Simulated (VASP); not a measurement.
Write the native input for VASP 6.6.1 that does the following.

| Quantity | Value |
| --- | --- |
| Task | single point |
| Functional | LDA |
| Potentials or basis | VASP PAW LDA potentials, release 64 (Ni_sv_GW) |
| Cutoff | 690 eV |
| k mesh | 12 × 12 × 12 |
| Occupations | gaussian, width 0.1 eV |
| Spin | collinear spin, ferromagnetic start |
| Starting moments | [2.0] μB |
| Dipole correction | no |
| Further INCAR settings | ALGO = Normal; EDIFF = 1e-06; NBANDS = 19 |

The structure of Ni lies in POSCAR:

```
Ni
1.0
    0.0000000000      1.7683500000      1.7683500000
    1.7683500000      0.0000000000      1.7683500000
    1.7683500000      1.7683500000      0.0000000000
Ni
1
Direct
    0.0000000000      0.0000000000      0.0000000000
```

The input as run:

INCAR

```
  ALGO = Normal
  EDIFF = 1E-6
  ENCUT = 690
  GGA_COMPAT = False
  ISIF = 2
  ISMEAR = 0
  ISPIN = 2
  LASPH = True
  LCHARG = True
  LELF = True
  LMAXMIX = 4
  LORBIT = 11
  LREAL = False
  LVHAR = True
  LWAVE = False
  MAGMOM = 2
  NBANDS = 19
  NELM = 200
  PREC = Accurate
  SIGMA = 0.1
```

KPOINTS

```
k-points
0
Gamma
  12 12 12
```

Potentials or basis: VASP PAW LDA potentials, release 64 (Ni_sv_GW).

The run is started by

```sh
$ cat potpaw_LDA.64/Ni_sv_GW/POTCAR > POTCAR
$ mpirun -np 1 vasp_std > vasp.out
```

Results of the run:

```yaml
Pressure: -20.2 GPa
Net_moment: 0.64 μB per cell
Site_moments: Ni +0.67 μB
Valence_electrons_inside_the_program's_atomic_spheres: Ni 16.34
```

Caveat: the cell stands under tension.

Run time: 45 s on 1 thread of Intel(R) Xeon(R) Platinum 8259CL CPU @ 2.50GHz (Skylake/Cascade Lake) (shared host), peak memory 0.17 GiB.
